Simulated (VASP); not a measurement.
**Ba2SrRe: relaxation of cell and atoms with PBE**

Ba2SrRe:

```
Ba Sr Re
1.0
     4.26147    0.00000    0.00000
    -2.13074    3.69054    0.00000
     0.00000    0.00000   12.59987
Ba Sr Re
2 1 1
Direct
  0.33333 0.66667 0.28391
  0.33333 0.66667 0.71609
  0.00000 0.00000 0.00000
  0.00000 0.00000 0.50000
```

The cell was built from a structure type or drawn by symmetry, and may not be a known phase.

```json
{
  "Program": "VASP 6.6.1",
  "Task": "relaxation of cell and atoms",
  "Functional": "PBE",
  "Potentials or basis": "VASP PAW PBE potentials, release 64 (Ba_sv, Sr_sv, Re)",
  "Cutoff": "600 eV",
  "k mesh": "6 × 6 × 2",
  "Occupations": "gaussian, width 0.1 eV",
  "Spin": "no spin polarisation",
  "Dipole correction": "no",
  "Further INCAR settings": "ALGO = Normal; EDIFF = 1e-06; IBRION = 2; EDIFFG = -0.04; NSW = 90; ISIF = 3"
}
```

```yaml
Relaxed_volume: 42.31 Å³/atom
Relaxed_cell: a = 4.004 Å, b = 4.004 Å, c = 12.188 Å, α = 90.00°, β = 90.00°, γ = 120.00°
Space_group_after_relaxing_to_0.1_Å: P-6m2 (No. 187)
Energy_gained_by_relaxing: 341.8 meV/atom
Ionic_steps: 11
Pressure_after_relaxing: 0.1 GPa
Largest_force_after_relaxing: 0.030 eV/Å
Band_gap_on_the_k_mesh: zero (an odd number of electrons rules out a gap without spin polarisation)
```

Forces in eV/Å, atoms in the order of the input:
```
Ba   0.000  0.000 -0.030
Ba   0.000  0.000  0.030
Sr   0.000  0.000  0.000
Re   0.000  0.000  0.000
```

Step by step:
```csv
step,energy change (eV),largest force (eV/Å),pressure (GPa),volume (Å³)
1,0.0000,1.5946,-3.52,198.16
2,-0.8198,1.4834,-1.96,168.47
3,-1.0429,0.8841,1.08,148.01
4,-1.0443,0.9303,0.84,149.17
5,-1.1540,0.6535,0.96,151.24
6,-1.2906,0.0494,1.41,156.48
7,-1.3427,0.2417,-0.55,171.40
8,-1.3459,0.1816,-0.20,168.18
9,-1.3564,0.1207,-0.14,168.51
10,-1.3664,0.0165,0.02,169.03
11,-1.3673,0.0296,0.10,169.25
```

Final structure:
```
Ba Sr Re
1.0
     4.00426    0.00000    0.00000
    -2.00213    3.46779    0.00000
     0.00000    0.00000   12.18846
Ba Sr Re
2 1 1
Direct
  0.33333 0.66667 0.32154
  0.33333 0.66667 0.67846
  0.00000 0.00000 0.00000
  0.00000 0.00000 0.50000
```

Levels at points of the mesh, in eV from the Fermi level:
```csv
k point,band 15,band 16,band 17,band 18,band 19,band 20,band 21,band 22
"(0.00, 0.00, 0.00)",-1.68,-1.45,-0.68,-0.68,-0.51,-0.51,0.53,0.81
"(0.50, 0.00, 0.00)",-0.99,-0.78,-0.34,-0.09,0.17,0.54,0.61,0.84
"(0.00, 0.00, 0.50)",-1.70,-0.93,-0.68,-0.68,-0.51,-0.51,-0.08,1.27
"(0.50, 0.00, 0.50)",-1.11,-0.53,-0.34,-0.16,0.21,0.41,0.54,0.84
```

Wall time 10 min on 1 thread of Intel(R) Xeon(R) 6975P-C (Granite Rapids) (shared host), peak memory 0.47 GiB.

Caveat: spin-orbit coupling is left out, which moves the levels of the heavy elements.
